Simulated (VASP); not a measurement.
# Cu (Fm-3m) in VASP: a series of runs, part 2 of 2

VASP 6.6.1. The steps go on from the part before.

### Step 4. Single point, PBE

INCAR

```
  PREC = Accurate
  ENCUT = 520
  EDIFF = 1E-7
  ISMEAR = 0
  SIGMA = 0.2
  LREAL = False
  LASPH = True
  NELM = 100
  ALGO = Normal
  ISIF = 2
  LWAVE = False
  LCHARG = False
  GGA = PE
  NBANDS = 12
```

KPOINTS

```
regular mesh
0
Gamma
  14 14 14
```

POSCAR

```
Cu
1.0
    0.0000000000      1.8075000000      1.8075000000
    1.8075000000      0.0000000000      1.8075000000
    1.8075000000      1.8075000000      0.0000000000
Cu
1
Direct
    0.0000000000      0.0000000000      0.0000000000
```

Potentials or basis: VASP PAW PBE potentials, release 64 (Cu).

The run is started by

```bash
$ cat potpaw_PBE.64/Cu/POTCAR > POTCAR
$ mpirun -np 1 vasp_std > vasp.out
```

OUTCAR:

```text
PREC = Accurate
   ENCUT = 520
   EDIFF = 1E-7
   ISMEAR = 0
   LREAL = False
   LASPH = True
   NELM = 100
   ISIF = 2
   GGA = PE

 ion  position               nearest neighbor table
   1  0.000  0.000  0.000-

  LATTYP: Found a face centered cubic cell.
 ALAT       =     3.6150000000

  Lattice vectors:

 A1 = (   0.0000000000,   1.8075000000,   1.8075000000)
 A2 = (   1.8075000000,   0.0000000000,   1.8075000000)
 A3 = (   1.8075000000,   1.8075000000,   0.0000000000)

Analysis of symmetry for initial positions (statically):
=====================================================================
 Subroutine PRICEL returns:
 Original cell was already a primitive cell.

 Routine SETGRP: Setting up the symmetry group for a
 face centered cubic supercell.

 Subroutine GETGRP returns: Found 48 space group operations
 (whereof 48 operations were pure point group operations)
 out of a pool of 48 trial point group operations.

The static configuration has the point symmetry O_h .

Analysis of symmetry for dynamics (positions and initial velocities):
=====================================================================
 Subroutine PRICEL returns:
 Original cell was already a primitive cell.

[... 158 lines left out ...]
 Fermi energy:         7.5449505161

 k-point     1 :       0.0000    0.0000    0.0000
  band No.  band energies     occupation
      1      -1.7658      2.00000
      2       4.5584      2.00000
      3       4.5584      2.00000
      4       4.5584      2.00000
      5       5.3804      2.00000
      6       5.3804      2.00000
      7      30.1797      0.00000
      8      32.8239      0.00000
      9      32.8240      0.00000
     10      32.8240      0.00000
     11      35.3157      0.00000
     12      35.3157      0.00000
[... 331 lines left out ...]
 k-point    24 :       0.2857    0.1429    0.0000
  band No.  band energies     occupation
      1       0.7544      2.00000
      2       4.0442      2.00000
      3       4.7079      2.00000
      4       4.9340      2.00000
      5       5.4060      2.00000
      6       5.6580      2.00000
      7      21.1115      0.00000
      8      26.3208      0.00000
      9      27.7130      0.00000
     10      29.5031      0.00000
     11      34.0179      0.00000
     12      38.8277      0.00000

 [... further k-points ...]
[... 5 lines left out ...]
  --------------------------------------------------------------------------------------
  -------------------------------------------------------------------------------------
  Total        0.1726308      0.1726308      0.1726308     -0.0000000      0.0000000     -0.0000000
  in kB       23.4187606     23.4187606     23.4187606     -0.0000000      0.0000000     -0.0000000
  external PRESSURE =      23.4187606 kB  Pullay stress =       0.0000000 kB

 VOLUME and BASIS-vectors are now :
 -----------------------------------------------------------------------------
  energy-cutoff  :      520.00
  volume of cell :       11.81
      direct lattice vectors                 reciprocal lattice vectors
     0.000000000  1.807500000  1.807500000    -0.276625173  0.276625173  0.276625173
     1.807500000  0.000000000  1.807500000     0.276625173 -0.276625173  0.276625173
     1.807500000  1.807500000  0.000000000     0.276625173  0.276625173 -0.276625173

 POSITION                                       TOTAL-FORCE (eV/Angst)
 -----------------------------------------------------------------------------------
      0.00000      0.00000      0.00000         0.000000      0.000000      0.000000
 -----------------------------------------------------------------------------------
    total drift:                                0.000000      0.000000      0.000000

  FREE ENERGIE OF THE ION-ELECTRON SYSTEM (eV)
  ---------------------------------------------------
  free  energy   TOTEN  =        -3.7293955620 eV

  energy  without entropy=       -3.7236234836  energy(sigma->0) =       -3.72650952
```

OSZICAR:

```text
N       E                     dE             d eps       ncg     rms          rms(c)
DAV:   1     0.424177018277E+02    0.42418E+02   -0.54433E+03  2776   0.154E+03
DAV:   2    -0.325164818118E+01   -0.45669E+02   -0.41998E+02  2544   0.203E+02
DAV:   3    -0.462292700721E+01   -0.13713E+01   -0.13593E+01  2892   0.402E+01
DAV:   4    -0.463163118330E+01   -0.87042E-02   -0.87024E-02  2868   0.282E+00
DAV:   5    -0.463171054659E+01   -0.79363E-04   -0.79362E-04  2956   0.276E-01    0.768E+00
DAV:   6    -0.410849665394E+01    0.52321E+00   -0.14503E+01  2980   0.720E+01    0.392E+00
DAV:   7    -0.374194929417E+01    0.36655E+00   -0.22873E+00  2992   0.286E+01    0.582E-01
DAV:   8    -0.373096216989E+01    0.10987E-01   -0.43444E-03  2904   0.947E-01    0.298E-01
DAV:   9    -0.372939418080E+01    0.15680E-02   -0.96057E-03  3100   0.170E+00    0.290E-02
DAV:  10    -0.372939676578E+01   -0.25850E-05   -0.34801E-05  3700   0.941E-02    0.924E-03
DAV:  11    -0.372939547435E+01    0.12914E-05   -0.14931E-06  3108   0.226E-02    0.238E-04
DAV:  12    -0.372939556197E+01   -0.87623E-07   -0.12760E-08  1780   0.117E-03
   1 F= -.37293956E+01 E0= -.37265095E+01  d E =-.577208E-02
```

It took 9.1 s on 1 thread of Intel Xeon Platinum 8488C (Sapphire Rapids), shared host; peak memory 0.13 GiB.

Results:

```yaml
Free_energy: -3.7294 eV
Pressure: 2.3 GPa
```

Levels at points of the mesh, in eV from the Fermi level:
| k point | band 4 | band 5 | band 6 | band 7 | band 8 | band 9 |
| --- | --- | --- | --- | --- | --- | --- |
| (0.00, 0.00, 0.00) | -2.99 | -2.16 | -2.16 | 22.63 | 25.28 | 25.28 |
| (0.50, 0.00, 0.00) | -1.60 | -1.60 | -0.96 | 3.80 | 21.13 | 22.11 |
| (0.50, 0.50, 0.00) | -1.45 | -1.45 | 1.54 | 7.15 | 13.12 | 13.12 |

### Step 5. Single point, PBE

INCAR

```
SYSTEM = Cu
PREC = Accurate
ENCUT = 520
EDIFF = 1E-7
ISMEAR = 0
SIGMA = 0.1
LREAL = .False.
LASPH = .True.
NELM = 100
ALGO = Normal
ISIF = 2
LWAVE = .False.
LCHARG = .False.
GGA = PE
NBANDS = 12
```

KPOINTS

```
regular mesh
0
Gamma
  14 14 14
  0 0 0
```

POSCAR is that of step 4.

The run is started by

```bash
$ cat potpaw_PBE.64/Cu/POTCAR > POTCAR
$ mpirun -np 1 vasp_std > vasp.out
```

Wall time 9.3 s (1 thread of Intel Xeon Platinum 8488C (Sapphire Rapids), shared host); peak memory 0.12 GiB.

The run converged. Its results:

| Item | Value |
| --- | --- |
| Free energy | -3.7273 eV |
| Pressure | 2.3 GPa |

Levels at points of the mesh, in eV from the Fermi level:
| k point | band 2 | band 3 | band 4 | band 5 | band 6 | band 7 | band 8 | band 9 | band 10 | band 11 |
| --- | --- | --- | --- | --- | --- | --- | --- | --- | --- | --- |
| (0.00, 0.00, 0.00) | -2.98 | -2.98 | -2.98 | -2.16 | -2.16 | 22.64 | 25.28 | 25.28 | 25.28 | 27.78 |
| (0.50, 0.00, 0.00) | -3.01 | -3.01 | -1.59 | -1.59 | -0.96 | 3.80 | 21.13 | 22.12 | 22.12 | 25.12 |
| (0.50, 0.50, 0.00) | -4.37 | -1.61 | -1.45 | -1.45 | 1.54 | 7.16 | 13.13 | 13.13 | 17.62 | 20.30 |

### Step 6. The runs side by side

| smearing | gap on the mesh (eV) | pressure (GPa) |
| --- | --- | --- |
| gaussian 0.5 eV | none | 2.5 |
| gaussian 0.3 eV | none | 2.4 |
| gaussian 0.2 eV | none | 2.3 |
| gaussian 0.1 eV | none | 2.3 |

Alike in all rows: task single point; level PBE; potentials or basis VASP PAW PBE potentials, release 64 (Cu); no spin polarisation; cell as given; k mesh 14 × 14 × 14; cutoff (eV) 520.

Every run on the cell as given and a fine mesh finds a metal.

Total energies depend on the potentials used, so only differences within one code and one set of settings carry meaning.
